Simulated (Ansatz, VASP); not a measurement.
**La: VASP beside Ansatz**

Contents of INCAR:

```
ALGO     = Normal         # electronic algorithm
EDIFF    = 1E-6           # SCF threshold, eV
ENCUT    = 520            # plane-wave cutoff, eV
GGA      = RE             # functional
ISIF     = 2              # what is computed and relaxed
ISMEAR   = -1             # smearing method
LASPH    = T              # aspherical terms in the spheres
LCHARG   = T              # write CHGCAR
LELF     = T              # ELF
LREAL    = F              # projectors in reciprocal space
LVHAR    = T            
LWAVE    = F              # write WAVECAR
NBANDS   = 12             # bands
NELM     = 80             # most SCF steps
PREC     = Accurate       # precision mode
SIGMA    = 0.1            # smearing width, eV
```

KPOINTS

```
k-points
0
Gamma
  11 11 11
```

Contents of POSCAR:

```
La
1.0
    0.0000000000      2.5717201638      2.5717201638
    2.5717201638      0.0000000000      2.5717201638
    2.5717201638      2.5717201638      0.0000000000
La
1
Direct
    0.0000000000      0.0000000000      0.0000000000
```

Input for Ansatz:

```yaml
crystal:
  lattice:
    - [0.0, 2.5717201638, 2.5717201638]
    - [2.5717201638, 0.0, 2.5717201638]
    - [2.5717201638, 2.5717201638, 0.0]
  atoms:
    - { symbol: La, position: [0.0, 0.0, 0.0] }
hamiltonian:
  xc: revpbe
  pseudopotentials:
    kind: paw
    azcp:
      La: "pseudopotentials/La.paw.azcp"
basis:
  ecutwfc: 420
  fft_grid_basis: typed
kpoints:
  mp_grid: { grid: [11, 11, 11], shift: [0, 0, 0] }
magnetization:
  spin_polarized: false
scf:
  occupations: { method: fermi_dirac, width: 0.1 }
  lower_state_search: "off"
output:
  stress: true
```

Alike in both runs: task single point; functional revPBE; k mesh 11 × 11 × 11; occupations fermi-dirac, width 0.1 eV; no spin polarisation.

```csv
,VASP,Ansatz
version,VASP 6.6.1,Ansatz 0.2.0
potentials or method,"VASP PAW PBE potentials, release 64 (La), cutoff 520 eV","plane waves (420 eV) with PAW, scalar-relativistic"
valence electrons in the cell,11,11
```

|  | VASP | Ansatz | Ansatz less VASP |
| --- | --- | --- | --- |
| pressure (GPa) | 3.6 | 3.5 | -0.09 |

VASP's potentials were made for PBE, not for revPBE.

Neither program's run includes spin-orbit coupling.
